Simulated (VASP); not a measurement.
# ZnS (R3m) in VASP: notebook

The runs below take ZnS through single point, with PBE.

Program: VASP 6.6.1. These are calculated values, not measurements. Logs are shortened: lines on timing, memory, paths and dates and some standing lists are left out, and cuts for length are marked.

### Step 1. The cell of the first run

The structure is trigonal, space group R3m (No. 160). Conventional cell: a = 3.825 Å, b = 3.825 Å, c = 9.369 Å, α = 90.00°, β = 90.00°, γ = 120.00°. Zn (site symmetry 3m) has 4 S at 2.22 to 2.39 Å within 2.9 Å. Within 2.9 Å of S (site symmetry 3m) lie 4 Zn at 2.22 to 2.39 Å.

### Step 2. Single point, PBE

The input, INCAR:

```
PREC     = Accurate       # precision mode
ENCUT    = 520            # plane-wave cutoff, eV
EDIFF    = 1E-6           # SCF threshold, eV
ISMEAR   = 0              # smearing method
SIGMA    = 0.05           # smearing width, eV
LREAL    = F              # projectors in reciprocal space
LASPH    = T              # aspherical terms in the spheres
NELM     = 100            # most SCF steps
ALGO     = Normal         # electronic algorithm
ISIF     = 2              # what is computed and relaxed
LWAVE    = F              # write WAVECAR
LCHARG   = F              # write CHGCAR
GGA      = PE             # functional
NBANDS   = 16             # bands
```

The input, KPOINTS:

```
Automatic mesh
0
Gamma
  10 10 10
```

The input, POSCAR:

```
ZnS
1.0
    0.0000000000      2.7046500000      2.7046500000
    2.7046500000      0.0000000000      2.7046500000
    2.7046500000      2.7046500000      0.0000000000
Zn S
1 1
Direct
   -0.0133416123     -0.0133416123     -0.0133416123
    0.7500000000      0.7500000000      0.7500000000
```

Potentials or basis: VASP PAW PBE potentials, release 64 (Zn, S).

Command:

```bash
$ cat potpaw_PBE.64/Zn/POTCAR potpaw_PBE.64/S/POTCAR > POTCAR
$ mpirun -np 1 vasp_std > vasp.out
```

OUTCAR:

```text
PREC = Accurate
   ENCUT = 520
   EDIFF = 1E-6
   ISMEAR = 0
   LREAL = F
   LASPH = T
   NELM = 100
   ISIF = 2
   GGA = PE

 ion  position               nearest neighbor table
   1  0.987  0.987  0.987-   2 2.22   2 2.39   2 2.39   2 2.39
   2  0.750  0.750  0.750-   1 2.22   1 2.39   1 2.39   1 2.39

  LATTYP: Found a face centered cubic cell.
 ALAT       =     5.4093000000

  Lattice vectors:

 A1 = (   0.0000000000,   2.7046500000,   2.7046500000)
 A2 = (   2.7046500000,   0.0000000000,   2.7046500000)
 A3 = (   2.7046500000,   2.7046500000,   0.0000000000)

Analysis of symmetry for initial positions (statically):
=====================================================================
 Subroutine PRICEL returns:
 Original cell was already a primitive cell.

 Routine SETGRP: Setting up the symmetry group for a
 face centered cubic supercell.

 Subroutine GETGRP returns: Found  6 space group operations
 (whereof  6 operations were pure point group operations)
 out of a pool of 48 trial point group operations.

The static configuration has the point symmetry C_3v.

Analysis of symmetry for dynamics (positions and initial velocities):
=====================================================================
 Subroutine PRICEL returns:
 Original cell was already a primitive cell.

 Routine SETGRP: Setting up the symmetry group for a
 face centered cubic supercell.

 Subroutine GETGRP returns: Found  6 space group operations
 (whereof  6 operations were pure point group operations)
 out of a pool of 48 trial point group operations.

The dynamic configuration has the point symmetry C_3v.

 Subroutine INISYM returns: Found  6 space group operations
 (whereof  6 operations are pure point group operations),
 and found     1 'primitive' translations

----------------------------------------------------------------------------------------

                                     Primitive cell

  volume of cell :      39.5697

  direct lattice vectors                    reciprocal lattice vectors
     0.000000000  2.704650000  2.704650000    -0.184866803  0.184866803  0.184866803
     2.704650000  0.000000000  2.704650000     0.184866803 -0.184866803  0.184866803
     2.704650000  2.704650000  0.000000000     0.184866803  0.184866803 -0.184866803

  length of vectors
     3.824952711  3.824952711  3.824952711     0.320198696  0.320198696  0.320198696

  position of ions in fractional coordinates (direct lattice)
     0.986658388  0.986658388  0.986658388
     0.750000000  0.750000000  0.750000000

  ion indices of the primitive-cell ions
   primitive index   ion index
                 1           1
                 2           2

----------------------------------------------------------------------------------------

 KPOINTS: Automatic mesh

Automatic generation of k-mesh.
 Grid dimensions read from file:
 generate k-points for:   10   10   10

 Generating k-lattice:

  Cartesian coordinates                     Fractional coordinates (reciprocal lattice)
    -0.018486680  0.018486680  0.018486680     0.100000000  0.000000000  0.000000000
     0.018486680 -0.018486680  0.018486680     0.000000000  0.100000000  0.000000000
     0.018486680  0.018486680 -0.018486680     0.000000000  0.000000000  0.100000000

  Length of vectors
     0.032019870  0.032019870  0.032019870

  Shift w.r.t. Gamma in fractional coordinates (k-lattice)
     0.000000000  0.000000000  0.000000000

 Subroutine IBZKPT returns following result:
 ===========================================

 Found    116 irreducible k-points:

 Following reciprocal coordinates:
            Coordinates               Weight
  0.000000  0.000000  0.000000      1.000000
  0.100000  0.000000  0.000000      6.000000
  0.100000  0.100000  0.100000      2.000000
  0.200000  0.000000  0.000000      6.000000
  0.200000  0.200000  0.200000      2.000000
  0.300000  0.000000  0.000000      6.000000
[... 16 lines left out ...]
  0.100000  0.100000 -0.400000      6.000000
  0.500000  0.400000  0.500000      6.000000
 [... further k-points ...]
   k-points           NKPTS =    116   k-points in BZ     NKDIM =    116   number of bands    NBANDS=     16
   number of dos      NEDOS =    301   number of ions     NIONS =      2
   total plane-waves  NPLWV =  21952
   dimension x,y,z NGX =    28 NGY =   28 NGZ =   28
   dimension x,y,z NGXF=    56 NGYF=   56 NGZF=   56
   ions per type =               1   1
   NGX,Y,Z   is equivalent  to a cutoff of  12.17, 12.17, 12.17 a.u.
   NGXF,Y,Z  is equivalent  to a cutoff of  24.34, 24.34, 24.34 a.u.
 SYSTEM =  unknown system
   PREC   = accura    normal or accurate (medium, high low for compatibility)
   ISTART =      0    job   : 0-new  1-cont  2-samecut
   ICHARG =      2    charge: 1-file 2-atom 10-const
   ISPIN  =      1    spin polarized calculation?
   LNONCOLLINEAR =      F non collinear calculations
   LSORBIT =      F    spin-orbit coupling
   LASPH  =      T    aspherical Exc in radial PAW
   ENCUT  =  520.0 eV  38.22 Ry    6.18 a.u.   7.11  7.11  7.11*2*pi/ulx,y,z
   NELM   =    100;   NELMIN=  2; NELMDL= -5     # of ELM steps
   EDIFF  = 0.1E-05   stopping-criterion for ELM
   LREAL  =      F    real-space projection
   EDIFFG = 0.1E-04   stopping-criterion for IOM
   NSW    =      0    number of steps for IOM
   IBRION =     -1    ionic relax: 0-MD 1-quasi-New 2-CG
   NFREE  =      0    steps in history (QN), initial steepest desc. (CG)
   ISIF   =      2    stress and relaxation
   ISYM   =      2    0-nonsym 1-usesym 2-fastsym
   POTIM  = 0.5000    time-step for ionic-motion
   TEBEG  =    0.0;   TEEND  =   0.0 temperature during run
   PSTRESS=    0.0 pullay stress
   NELECT =      18.0000    total number of electrons
   NUPDOWN=      -1.0000    fix difference up-down
   EMIN   =  10.00;   EMAX   =-10.00  energy-range for DOS
   EFERMI =   0.00;   METHOD = LEGACY
   ISMEAR =     0;   SIGMA  =   0.05  broadening in eV -4-tet -1-fermi 0-gaus
   EFERMI_NEDOS =   21; number of points for ismear=-14 and -15
   IALGO  =     38    algorithm
   IMIX   =      4    mixing-type and parameters
     AMIX     =   0.40;   BMIX     =  1.00
     AMIX_MAG =   1.60;   BMIX_MAG =  1.00
  volume/ion in A,a.u.               =      19.78       133.51
  Fermi-wavevector in a.u.,A,eV,Ry     =   1.259055  2.379268 21.568210  1.585219
  Thomas-Fermi vector in A             =   2.392634
   LORBIT       =      0    0 simple, 1 ext, 2 COOP (PROOUT), +10 PAW based schemes
   GGA     = PE    functional components
   LHFCALC =     F    Hartree Fock is set to
   AEXX    =    0.0000 exact exchange contribution
   IVDW    =     0    specifies the selected vdW correction
   LEPSILON=     F    determine dielectric tensor
   LRPA    =     F    only Hartree local field effects (RPA)
 non-spin polarized calculation
 Gauss-broadening in eV      SIGMA  =   0.05
  energy-cutoff  :      520.00
  volume of cell :       39.57
 maximum number of plane-waves:      1090
   NGX = 15   NGY = 15   NGZ = 15

 number of electron      18.0000003 magnetization

 Free energy of the ion-electron system (eV)
  ---------------------------------------------------
  ext. energy  EPLUGINS =         0.00000000
  ---------------------------------------------------
  free energy    TOTEN  =        -6.79390549 eV

  energy without entropy =       -6.79390549  energy(sigma->0) =       -6.79390549

 E-fermi :   2.3938     XC(G=0):  -9.6159

 val. band max:        2.1413453282   @ k =   0.0000   0.0000   0.0000
 cond. band min:       4.1896317577   @ k =   0.0000   0.0000   0.0000
 fundamental gap:      2.0482864295
 Fermi energy:         2.3937792269

 k-point     1 :       0.0000    0.0000    0.0000
  band No.  band energies     occupation
      1     -11.0582      2.00000
      2      -4.3835      2.00000
      3      -4.2295      2.00000
      4      -4.2295      2.00000
      5      -3.7840      2.00000
      6      -3.7840      2.00000
[... 8 lines left out ...]
     15      13.8282      0.00000
     16      13.8912      0.00000

 k-point     2 :       0.1000    0.0000    0.0000
  band No.  band energies     occupation
      1     -10.9842      2.00000
      2      -4.3712      2.00000
      3      -4.2253      2.00000
      4      -4.2210      2.00000
      5      -3.7852      2.00000
      6      -3.7838      2.00000
[... 8 lines left out ...]
     15      13.4056      0.00000
     16      14.5089      0.00000

 k-point     3 :       0.1000    0.1000    0.1000
  band No.  band energies     occupation
      1     -10.9799      2.00000
      2      -4.3858      2.00000
      3      -4.2109      2.00000
      4      -4.2109      2.00000
      5      -3.7872      2.00000
      6      -3.7872      2.00000
[... 8 lines left out ...]
     15      13.3420      0.00000
     16      14.4531      0.00000

 k-point     4 :       0.2000    0.0000    0.0000
  band No.  band energies     occupation
      1     -10.7806      2.00000
      2      -4.3395      2.00000
      3      -4.2017      2.00000
      4      -4.1973      2.00000
      5      -3.7860      2.00000
      6      -3.7795      2.00000
[... 8 lines left out ...]
     15      13.0673      0.00000
     16      14.5642      0.00000

 k-point     5 :       0.2000    0.2000    0.2000
  band No.  band energies     occupation
      1     -10.7635      2.00000
      2      -4.3745      2.00000
      3      -4.1638      2.00000
      4      -4.1638      2.00000
      5      -3.7925      2.00000
      6      -3.7925      2.00000
[... 8 lines left out ...]
     15      12.8595      0.00000
     16      14.6240      0.00000

 k-point     6 :       0.3000    0.0000    0.0000
  band No.  band energies     occupation
      1     -10.5048      2.00000
      2      -4.2943      2.00000
      3      -4.1845      2.00000
      4      -4.1070      2.00000
      5      -3.7805      2.00000
      6      -3.7660      2.00000
[... 8 lines left out ...]
     15      13.5137      0.00000
     16      14.0099      0.00000
[... 267 lines left out ...]
 k-point    21 :       0.4000    0.3000    0.4000
  band No.  band energies     occupation
      1     -10.2363      2.00000
      2      -4.1555      2.00000
      3      -4.0928      2.00000
      4      -4.0619      2.00000
      5      -3.7905      2.00000
      6      -3.7636      2.00000
[... 8 lines left out ...]
     15      14.7968      0.00000
     16      14.8235      0.00000

 k-point    22 :       0.5000    0.1000    0.0000
  band No.  band energies     occupation
      1     -10.1284      2.00000
      2      -4.2311      2.00000
      3      -4.1679      2.00000
      4      -3.7946      2.00000
      5      -3.7563      2.00000
      6      -3.5962      2.00000
[... 8 lines left out ...]
     15      15.3766      0.00000
     16      15.5303      0.00000

 k-point    23 :       0.1000    0.1000   -0.4000
  band No.  band energies     occupation
      1     -10.1286      2.00000
      2      -4.2368      2.00000
      3      -4.1496      2.00000
      4      -3.8429      2.00000
      5      -3.7378      2.00000
      6      -3.5897      2.00000
[... 8 lines left out ...]
     15      15.1371      0.00000
     16      15.6744      0.00000

 k-point    24 :       0.5000    0.4000    0.5000
  band No.  band energies     occupation
      1     -10.0681      2.00000
      2      -4.0787      2.00000
      3      -4.0508      2.00000
      4      -3.8324      2.00000
      5      -3.7629      2.00000
      6      -3.7111      2.00000
[... 8 lines left out ...]
     15      15.3184      0.00000
     16      15.5225      0.00000

 [... further k-points ...]
[... 5 lines left out ...]
  --------------------------------------------------------------------------------------
  -------------------------------------------------------------------------------------
  Total        0.5350474      0.5350474      0.5350474      0.5355826      0.5355826      0.5355826
  in kB       21.6640480     21.6640480     21.6640480     21.6857207     21.6857207     21.6857207
  external PRESSURE =      21.6640480 kB  Pullay stress =       0.0000000 kB

 VOLUME and BASIS-vectors are now :
 -----------------------------------------------------------------------------
  energy-cutoff  :      520.00
  volume of cell :       39.57
      direct lattice vectors                 reciprocal lattice vectors
     0.000000000  2.704650000  2.704650000    -0.184866803  0.184866803  0.184866803
     2.704650000  0.000000000  2.704650000     0.184866803 -0.184866803  0.184866803
     2.704650000  2.704650000  0.000000000     0.184866803  0.184866803 -0.184866803

 POSITION                                       TOTAL-FORCE (eV/Angst)
 -----------------------------------------------------------------------------------
      5.33713      5.33713      5.33713         0.553905      0.553905      0.553905
      4.05697      4.05697      4.05697        -0.553905     -0.553905     -0.553905
 -----------------------------------------------------------------------------------
    total drift:                                0.000032      0.000032      0.000032

  FREE ENERGIE OF THE ION-ELECTRON SYSTEM (eV)
  ---------------------------------------------------
  free  energy   TOTEN  =        -6.7939054949 eV

  energy  without entropy=       -6.7939054949  energy(sigma->0) =       -6.79390549
```

It took 30 s on 1 thread of Intel Xeon 6975P-C (Granite Rapids), shared host; peak memory 0.2 GiB.

What came out:

* Free energy: -6.7939 eV
* Pressure: 2.2 GPa
* Largest force: 0.959 eV/Å
* Band gap on the k mesh: 2.05 eV, direct

Forces on the atoms (eV/Å):
```
Zn   0.554  0.554  0.554
S   -0.554 -0.554 -0.554
```

Caveat: the cell differs from its parent crystal (all Zn atoms moved +0.125 Å, as atom 1 towards its neighbour atom 2 (S) at 2.342 Å).

### Step 3. Single point, PBE

The input, INCAR:

```
PREC = Accurate ; ENCUT = 520
EDIFF = 1E-6 ; ISMEAR = 0
SIGMA = 0.05 ; LREAL = False
LASPH = True ; NELM = 80
ALGO = Normal ; ISIF = 2
LWAVE = False ; LCHARG = True
GGA = PE ; LELF = True
LVHAR = True ; NBANDS = 16
```

The input, KPOINTS:

```
regular mesh
0
Gamma
  10 10 10
```

POSCAR: that of step 2 with these lines changed.

```diff
@@ -8,3 +8,3 @@
 Direct
-   -0.0133416123     -0.0133416123     -0.0133416123
+    0.0133416123      0.0133416123      0.0133416123
     0.7500000000      0.7500000000      0.7500000000
```

Potentials or basis: VASP PAW PBE potentials, release 64 (Zn, S).

Command:

```bash
$ cat potpaw_PBE.64/Zn/POTCAR potpaw_PBE.64/S/POTCAR > POTCAR
$ mpirun -np 1 vasp_std > vasp.out
```

It took 33 s on 1 thread of Intel Xeon 6975P-C (Granite Rapids), shared host; peak memory 0.2 GiB.

The run converged. Its results:

```
Free energy            : -6.8113 eV
Pressure               : 2.0 GPa
Largest force          : 0.539 eV/Å
Band gap on the k mesh : 2.03 eV, direct
```

Forces in eV/Å, atoms in the order of the input:
```
Zn  -0.311 -0.311 -0.311
S    0.311  0.311  0.311
```

Stress tensor (GPa, compression positive):
```
 1.97 -1.27 -1.27
-1.27  1.97 -1.27
-1.27 -1.27  1.97
```

Levels at points of the mesh, in eV from the valence-band top:
```csv
k point,band 7,band 8,band 9,band 10,band 11,band 12
"(0.00, 0.00, 0.00)",-0.15,-0.15,0.00,2.03,6.32,6.35
"(0.50, 0.00, 0.00)",-5.43,-1.16,-0.77,3.29,6.57,7.25
"(0.50, 0.50, 0.50)",-5.04,-0.89,-0.89,3.04,6.68,6.68
"(0.50, 0.50, 0.00)",-4.63,-2.33,-2.23,3.28,4.00,10.85
```

Caveat: the cell differs from its parent crystal (all Zn atoms moved -0.125 Å, as atom 1 towards its neighbour atom 2 (S) at 2.342 Å).
